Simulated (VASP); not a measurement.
Here is a VASP 6.6.1 calculation.

File INCAR:

```
  ALGO = Normal
  EDIFF = 1E-6
  ENCUT = 520
  GGA = PE
  ISIF = 2
  ISMEAR = 0
  LASPH = T
  LCHARG = T
  LELF = T
  LREAL = F
  LVHAR = T
  LWAVE = F
  NBANDS = 34
  NELM = 60
  PREC = Accurate
  SIGMA = 0.05
```

Contents of KPOINTS:

```
k-points
0
Gamma
  6 6 4
```

The input POSCAR:

```
SiO2
1.0
    4.6965043738      0.0000000000      0.0000000000
   -2.3482521869      4.0672920967      0.0000000000
    0.0000000000      0.0000000000      5.3612984877
Si O
3 6
Direct
    0.5000000000      0.0000000000      0.0000000000
    0.5000000000      0.5000000000      0.3333333333
    0.0000000000      0.5000000000      0.6666666667
    0.4159266453      0.2079633227      0.1666666667
    0.2079633227      0.4159266453      0.5000000000
    0.7920366773      0.2079633227      0.8333333333
    0.5840733547      0.7920366773      0.1666666667
    0.7920366773      0.5840733547      0.5000000000
    0.2079633227      0.7920366773      0.8333333333
```

Potentials or basis: VASP PAW PBE potentials, release 64 (Si, O).

Command:

```sh
$ cat potpaw_PBE.64/Si/POTCAR potpaw_PBE.64/O/POTCAR > POTCAR
$ mpirun -np 1 vasp_std > vasp.out
```

Task: What does it give for the pressure?

Result: 54.4 GPa.

Task: Predict the largest force.

Result: 2.111 eV/Å.

Task: Predict the band gap on the k mesh.

Result: 6.38 eV (least direct gap 6.53 eV).

Forces in eV/Å, atoms in the order of the input:
```
Si   0.000  0.000  0.000
Si   0.000  0.000  0.000
Si   0.000  0.000  0.000
O   -1.828 -1.056  0.000
O    0.000 -2.111  0.000
O    1.828 -1.056  0.000
O    1.828  1.056  0.000
O    0.000  2.111  0.000
O   -1.828  1.056  0.000
```

Caveat: the cell differs from its parent crystal (strain -0.080 along x and y, -0.040 along z); the cell stands under pressure; forces of over 1 eV/Å act on the atoms, so gaps and moduli don't describe the material at rest. A k mesh can miss the band edges.
